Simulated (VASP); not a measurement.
# MnSn2 in VASP: single point with r2SCAN

Aim: the single point of MnSn2 with r2SCAN.

Everything below comes from runs of VASP 6.6.1. Logs are shortened: lines on timing, memory, paths and dates and some standing lists are left out, and cuts for length are marked.

**1. The cell of the first run**

The cell holds an amorphous packing of atoms, 12 atoms: a = 6.416 Å, b = 5.879 Å, c = 6.800 Å, α = 85.57°, β = 83.56°, γ = 78.00°.

**2. Single point, r2SCAN**

POSCAR reads:

```
MnSn2
1.0
    6.1424230000      1.1675460000      1.4381800000
   -0.0068100000      5.8312540000      0.7459490000
   -0.7208730000     -0.3351570000      6.7530040000
Mn Sn
4 8
Direct
    0.1874730000      0.7457400000      0.2569490000
    0.8954480000      0.4839160000      0.4206630000
    0.9153200000      0.1516550000      0.1476120000
    0.3063760000      0.9058160000      0.8798460000
    0.6956200000      0.0426420000      0.8526810000
    0.2939560000      0.3476320000      0.0080660000
    0.6928320000      0.9375200000      0.4633200000
    0.8821980000      0.6168840000      0.0212140000
    0.0658940000      0.0486620000      0.5666190000
    0.2021740000      0.5761240000      0.6472110000
    0.6124500000      0.5181740000      0.7619310000
    0.5192460000      0.3790620000      0.3256250000
```

INCAR.step1 reads:

```
PREC = Accurate
ENCUT = 520
ISMEAR = -5
SIGMA = 0.1
LREAL = False
LASPH = True
NELM = 100
LMAXMIX = 4
GGA = PE
ALGO = Normal
EDIFF = 1E-4
LWAVE = True
LCHARG = False
```

INCAR.step2 reads:

```
PREC = Accurate
ENCUT = 520
EDIFF = 1E-6
ISMEAR = -1
SIGMA = 0.1
LREAL = False
LASPH = True
NELM = 100
ALGO = Normal
ISIF = 2
LWAVE = False
LCHARG = False
LMAXMIX = 4
METAGGA = R2SCAN
LMIXTAU = True
LORBIT = 10
ISTART = 1
```

KPOINTS reads:

```
Automatic mesh
0
Gamma
  3 3 3
  0.5 0 0.5
```

Potentials or basis: VASP PAW PBE potentials, release 64 (Mn_pv, Sn_d).

Started as:

```console
$ cat potpaw_PBE.64/Mn_pv/POTCAR potpaw_PBE.64/Sn_d/POTCAR > POTCAR
$ cp INCAR.step1 INCAR
$ mpirun -np 1 vasp_std > vasp.out
$ cp INCAR.step2 INCAR
$ mpirun -np 1 vasp_std > vasp.out
```

OUTCAR:

```text
PREC = Accurate
   ENCUT = 520
   EDIFF = 1E-6
   ISMEAR = -1
   LREAL = False
   LASPH = True
   NELM = 100
   ISIF = 2
   METAGGA = R2SCAN
   LORBIT = 10
   ISTART = 1

 ion  position               nearest neighbor table
   1  0.187  0.746  0.257-   4 2.74  12 2.75   3 2.75   2 2.75  10 2.77   9 2.80   8 2.91   6 2.91
                             7 3.33
   2  0.895  0.484  0.421-   9 2.72   7 2.73   1 2.75  12 2.77   3 2.77   8 2.77  11 2.77  10 2.79

   3  0.915  0.152  0.148-   1 2.75   5 2.76   2 2.77   8 2.77  12 2.80   7 2.81   6 2.93   9 3.09
                             4 3.09   8 3.38
   4  0.306  0.906  0.880-   1 2.74   9 2.75   5 2.76   6 2.79  11 2.79  10 2.82   3 3.09   6 3.34
[... 11 lines left out ...]
  10  0.202  0.576  0.647-   9 2.76   1 2.77   6 2.77  11 2.77   2 2.79   4 2.82  12 2.95   8 3.08
                             9 3.49
  11  0.612  0.518  0.762-   5 2.77   2 2.77  10 2.77   8 2.77   4 2.79   6 2.79   7 3.16  12 3.29
                             5 3.35
  12  0.519  0.379  0.326-   7 2.74   1 2.75   2 2.77   6 2.77   3 2.80  10 2.95  11 3.29   8 3.39

  Warning from LATTYP: Got some problem with cell dimensions!
  Tried to take original basis but could not verify dimensions!
  LATTYP: Found a triclinic cell.
 ALAT       =     5.8787761906
 B/A-ratio  =     1.6262401135
 C/A-ratio  =     1.7235740496
 COS(alpha) =     0.0142444902
 COS(beta)  =     0.5004251626
 COS(gamma) =     0.7543964031

  Lattice vectors:

 A1 = (   0.0068100000,  -5.8312540000,  -0.7459490000)
 A2 = (  -6.1356130000,  -6.9988000000,  -2.1841290000)
 A3 = (   6.8701060000,  -4.3285510000,  -6.0607730000)

Analysis of symmetry for initial positions (statically):
=====================================================================
 Subroutine PRICEL returns:
 Original cell was already a primitive cell.

 Routine SETGRP: Setting up the symmetry group for a
 triclinic supercell.

 Subroutine GETGRP returns: Found  1 space group operations
 (whereof  1 operations were pure point group operations)
 out of a pool of  2 trial point group operations.

The static configuration has the point symmetry C_1 .

Analysis of symmetry for dynamics (positions and initial velocities):
=====================================================================
 Subroutine PRICEL returns:
 Original cell was already a primitive cell.

 Routine SETGRP: Setting up the symmetry group for a
 triclinic supercell.

 Subroutine GETGRP returns: Found  1 space group operations
 (whereof  1 operations were pure point group operations)
 out of a pool of  2 trial point group operations.

The dynamic configuration has the point symmetry C_1 .

 Subroutine INISYM returns: Found  1 space group operations
 (whereof  1 operations are pure point group operations),
 and found     1 'primitive' translations

----------------------------------------------------------------------------------------

                                     Primitive cell

  volume of cell :     248.8896

  direct lattice vectors                    reciprocal lattice vectors
     6.142423000  1.167546000  1.438180000     0.159221145 -0.001975761  0.016898559
    -0.006810000  5.831254000  0.745949000    -0.033615137  0.170824925  0.004889813
    -0.720873000 -0.335157000  6.753004000    -0.030195967 -0.018448854  0.143943241

  length of vectors
     6.415674998  5.878776191  6.799636102     0.160127568  0.174169581  0.148228922

  position of ions in fractional coordinates (direct lattice)
     0.187473000  0.745740000  0.256949000
     0.895448000  0.483916000  0.420663000
     0.915320000  0.151655000  0.147612000
     0.306376000  0.905816000  0.879846000
     0.695620000  0.042642000  0.852681000
     0.293956000  0.347632000  0.008066000
     0.692832000  0.937520000  0.463320000
     0.882198000  0.616884000  0.021214000
     0.065894000  0.048662000  0.566619000
     0.202174000  0.576124000  0.647211000
     0.612450000  0.518174000  0.761931000
     0.519246000  0.379062000  0.325625000
[... 41 lines left out ...]

 Following reciprocal coordinates:
            Coordinates               Weight
  0.166667  0.000000  0.166667      2.000000
  0.500000 -0.000000  0.166667      2.000000
 -0.166667 -0.000000  0.166667      2.000000
  0.166667  0.333333  0.166667      2.000000
  0.500000  0.333333  0.166667      2.000000
 -0.166667  0.333333  0.166667      2.000000
  0.166667 -0.333333  0.166667      2.000000
  0.500000 -0.333333  0.166667      2.000000
 -0.166667 -0.333333  0.166667      2.000000
  0.166667 -0.000000  0.500000      2.000000
  0.500000 -0.000000  0.500000      1.000000
  0.166667  0.333333  0.500000      2.000000
  0.500000  0.333333  0.500000      2.000000
 -0.166667  0.333333  0.500000      2.000000
   k-points           NKPTS =     14   k-points in BZ     NKDIM =     14   number of bands    NBANDS=     98
   number of dos      NEDOS =    301   number of ions     NIONS =     12
   total plane-waves  NPLWV = 124416
   dimension x,y,z NGX =    48 NGY =   48 NGZ =   54
   dimension x,y,z NGXF=    96 NGYF=   96 NGZF=  108
   ions per type =               4   8
   NGX,Y,Z   is equivalent  to a cutoff of  12.44, 13.57, 13.20 a.u.
   NGXF,Y,Z  is equivalent  to a cutoff of  24.88, 27.15, 26.41 a.u.
 SYSTEM =  unknown system
   PREC   = accura    normal or accurate (medium, high low for compatibility)
   ISTART =      1    job   : 0-new  1-cont  2-samecut
   ICHARG =      0    charge: 1-file 2-atom 10-const
   ISPIN  =      1    spin polarized calculation?
   LNONCOLLINEAR =      F non collinear calculations
   LSORBIT =      F    spin-orbit coupling
   LASPH  =      T    aspherical Exc in radial PAW
   ENCUT  =  520.0 eV  38.22 Ry    6.18 a.u.  11.93 10.93 12.64*2*pi/ulx,y,z
   NELM   =    100;   NELMIN=  2; NELMDL=  0     # of ELM steps
   EDIFF  = 0.1E-05   stopping-criterion for ELM
   LREAL  =      F    real-space projection
   EDIFFG = 0.1E-04   stopping-criterion for IOM
   NSW    =      0    number of steps for IOM
   IBRION =     -1    ionic relax: 0-MD 1-quasi-New 2-CG
   NFREE  =      0    steps in history (QN), initial steepest desc. (CG)
   ISIF   =      2    stress and relaxation
   ISYM   =      2    0-nonsym 1-usesym 2-fastsym
   POTIM  = 0.5000    time-step for ionic-motion
   TEBEG  =    0.0;   TEEND  =   0.0 temperature during run
   PSTRESS=    0.0 pullay stress
   NELECT =     164.0000    total number of electrons
   NUPDOWN=      -1.0000    fix difference up-down
   EMIN   =  10.00;   EMAX   =-10.00  energy-range for DOS
   EFERMI =   0.00;   METHOD = LEGACY
   ISMEAR =    -1;   SIGMA  =   0.10  broadening in eV -4-tet -1-fermi 0-gaus
   EFERMI_NEDOS =   21; number of points for ismear=-14 and -15
   IALGO  =     38    algorithm
   IMIX   =      4    mixing-type and parameters
     AMIX     =   0.40;   BMIX     =  1.00
     AMIX_MAG =   1.60;   BMIX_MAG =  1.00
  volume/ion in A,a.u.               =      20.74       139.97
  Fermi-wavevector in a.u.,A,eV,Ry     =   1.424581  2.692068 27.612090  2.029431
  Thomas-Fermi vector in A             =   2.545057
   LORBIT       =     10    0 simple, 1 ext, 2 COOP (PROOUT), +10 PAW based schemes
   METAGGA = R2SCAN    functional components
   LHFCALC =     F    Hartree Fock is set to
   AEXX    =    0.0000 exact exchange contribution
   IVDW    =     0    specifies the selected vdW correction
   LEPSILON=     F    determine dielectric tensor
   LRPA    =     F    only Hartree local field effects (RPA)
 non-spin polarized calculation
  energy-cutoff  :      520.00
  volume of cell :      248.89
 maximum number of plane-waves:      6717
   NGX = 23   NGY = 21   NGZ = 25

 number of electron     163.9999998 magnetization

 Free energy of the ion-electron system (eV)
  ---------------------------------------------------
  ext. energy  EPLUGINS =         0.00000000
  ---------------------------------------------------
  free energy    TOTEN  =      -244.73646139 eV

  energy without entropy =     -244.20385282  energy(sigma->0) =     -244.47015710

 E-fermi :   8.9608     XC(G=0): -12.1127

 val. band max:        8.9523516198   @ k =  -0.1667  -0.3333   0.1667
 cond. band min:       8.9633832601   @ k =   0.5000  -0.0000   0.5000
 fundamental gap:      0.0110316403
 Fermi energy:         8.9608172271

 k-point     1 :       0.1667    0.0000    0.1667
  band No.  band energies     occupation
      1     -40.5620      2.00000
      2     -40.5412      2.00000
      3     -40.5049      2.00000
      4     -40.4627      2.00000
      5     -40.4393      2.00000
      6     -40.4330      2.00000
[... 1347 lines left out ...]
     93      11.1579      0.00000
     94      11.6548      0.00000
 [bands above 94 left out]

------------------------ aborting loop because EDIFF is reached ----------------------------------------

  FORCE on cell =-STRESS in cart. coord.  units (eV):
  Direction    XX          YY          ZZ          XY          YZ          ZX
  --------------------------------------------------------------------------------------
  -------------------------------------------------------------------------------------
  Total        7.7525068      3.4260342      3.1361649     -1.7319153     -4.3424504      5.0761213
  in kB       49.9052157     22.0544120     20.1884357    -11.1488591    -27.9536582     32.6765180
  external PRESSURE =      30.7160211 kB  Pullay stress =       0.0000000 kB

 VOLUME and BASIS-vectors are now :
 -----------------------------------------------------------------------------
  energy-cutoff  :      520.00
  volume of cell :      248.89
      direct lattice vectors                 reciprocal lattice vectors
     6.142423000  1.167546000  1.438180000     0.159221145 -0.001975761  0.016898559
    -0.006810000  5.831254000  0.745949000    -0.033615137  0.170824925  0.004889813
    -0.720873000 -0.335157000  6.753004000    -0.030195967 -0.018448854  0.143943241

 POSITION                                       TOTAL-FORCE (eV/Angst)
 -----------------------------------------------------------------------------------
      0.96123      4.48136      2.56108        -1.525028     -0.127987     -1.345787
      5.19368      3.72633      4.48953         0.407308      0.278928     -1.000474
      5.51484      1.90354      2.42635         1.064584     -0.324872      1.144324
      1.24147      5.34486      7.05792        -0.523863     -0.490762      0.867688
      3.65783      0.77504      6.79039        -0.600750     -0.298969      1.668558
      1.79742      2.36763      0.73655        -1.537843     -2.384517      0.995641
      3.91529      6.12055      4.82456        -0.313815     -2.001347     -1.811298
      5.39934      4.62010      1.87218         0.169846      0.000599      2.523510
     -0.00404      0.17079      3.95745         1.572426      2.300796     -0.313149
      0.77136      3.37866      5.09114        -1.341457     -0.290643     -2.088426
      3.20914      3.48130      6.41267         1.714882      1.842751     -1.051394
      2.95211      2.70751      3.22848         0.913712      1.496023      0.410807
 -----------------------------------------------------------------------------------
    total drift:                               -0.012736      0.012558     -0.000833

  FREE ENERGIE OF THE ION-ELECTRON SYSTEM (eV)
  ---------------------------------------------------
  free  energy   TOTEN  =      -244.7364613864 eV

  energy  without entropy=     -244.2038528207  energy(sigma->0) =     -244.47015710

 total charge

# of ion       s       p       d       tot
------------------------------------------
    1        0.300   6.178   5.121  11.598
    2        0.303   6.205   5.159  11.667
    3        0.285   6.173   5.143  11.600
    4        0.288   6.162   5.155  11.605
    5        1.155   1.328  10.041  12.523
    6        1.148   1.271  10.055  12.474
    7        1.171   1.220  10.020  12.411
    8        1.156   1.245  10.030  12.431
    9        1.153   1.259  10.022  12.434
   10        1.152   1.312  10.042  12.505
   11        1.176   1.293  10.046  12.515
   12        1.143   1.265  10.017  12.425
--------------------------------------------------
tot         10.430  34.909 100.849 146.188
```

Wall time 24 min (1 thread of Intel Xeon 6975P-C (Granite Rapids), shared host); peak memory 0.49 GiB.

Results:

* Free energy: -244.7365 eV
* Pressure: 3.1 GPa
* Largest force: 3.007 eV/Å
* Band gap on the k mesh: zero (band 82 reaches 9.00 eV, above the bottom of band 83 at 8.93 eV)
* Valence electrons inside the program's atomic spheres: Mn 11.60, 11.67, 11.61; Sn 12.52, 12.47, 12.41, 12.43, 12.51

Forces on the atoms (eV/Å):
```
Mn  -1.525 -0.128 -1.346
Mn   0.407  0.279 -1.000
Mn   1.065 -0.325  1.144
Mn  -0.524 -0.491  0.868
Sn  -0.601 -0.299  1.669
Sn  -1.538 -2.385  0.996
Sn  -0.314 -2.001 -1.811
Sn   0.170  0.001  2.524
Sn   1.572  2.301 -0.313
Sn  -1.341 -0.291 -2.088
Sn   1.715  1.843 -1.051
Sn   0.914  1.496  0.411
```

Stress tensor (GPa, compression positive):
```
 4.99 -1.11  3.27
-1.11  2.21 -2.80
 3.27 -2.80  2.02
```

Levels at points of the mesh, in eV from the Fermi level:
```tsv
k point	band 79	band 80	band 81	band 82	band 83	band 84	band 85	band 86
(0.50, 0.00, 0.50)	-0.44	-0.32	-0.18	-0.14	0.00	0.10	0.17	0.29
```

Caveat: the k points lie up to 0.36 Å⁻¹ apart; the PAW data sets were made with another functional, which shifts forces and pressure a little; spin-orbit coupling is left out, which moves the levels of the heavy elements.
